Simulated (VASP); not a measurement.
A run of VASP 6.6.1 is set up as follows.

The input INCAR:

```
ALGO = Normal
EDIFF = 1E-6
ENCUT = 520
GGA = PE
ISIF = 2
ISMEAR = 0
LASPH = True
LCHARG = False
LREAL = False
LWAVE = False
NBANDS = 51
NELM = 60
PREC = Accurate
SIGMA = 0.1
```

File KPOINTS:

```
k-points
0
Gamma
  2 2 2
```

The input POSCAR:

```
Ba2SrP2
1.0
   -0.0017353824     -0.0060218040      7.6175293095
    8.1541226263      0.0017134566      0.0030366608
   -4.0781127412      5.9679677082     -3.8031970219
Ba Sr P
4 2 4
Direct
    0.2952799461      0.4696982177      0.7022727427
    0.0929613839      0.7674881447      0.2977532040
    0.7953025476      0.2325521274      0.7022954908
    0.5929415205      0.5302934554      0.2977730966
    0.2797587235     -0.0000366463     -0.0000408477
    0.7797467109      0.0000230523      0.0000046674
    0.4324523998      0.1344771059      0.7828268209
    0.6495540933      0.8654986657      0.2171526334
    0.9324560313      0.6483339536      0.7827963333
    0.1495466431      0.3516719237      0.2171658586
```

Potentials or basis: VASP PAW PBE potentials, release 64 (Ba_sv, Sr_sv, P).

Command:

```bash
$ cat potpaw_PBE.64/Ba_sv/POTCAR potpaw_PBE.64/Sr_sv/POTCAR potpaw_PBE.64/P/POTCAR > POTCAR
$ mpirun -np 1 vasp_std > vasp.out
```

**Question.** What does it give for the pressure?

**Answer.** 0.3 GPa.

**Question.** Predict the band gap on the k mesh.

**Answer.** 1.23 eV (least direct gap 1.34 eV).

**Question.** What does it give for the largest force?

**Answer.** 0.037 eV/Å.

Forces on the atoms (eV/Å):
```
Ba   0.009 -0.003  0.000
Ba   0.009  0.003  0.000
Ba  -0.009 -0.003  0.000
Ba  -0.009  0.003  0.001
Sr   0.000  0.001  0.000
Sr  -0.001  0.001  0.001
P   -0.032  0.018 -0.001
P    0.031 -0.019  0.000
P    0.031  0.018 -0.001
P   -0.032 -0.019  0.000
```

Caveat: the k points lie up to 0.49 Å⁻¹ apart; spin-orbit coupling is left out, which moves the levels of the heavy elements. A k mesh can miss the band edges.
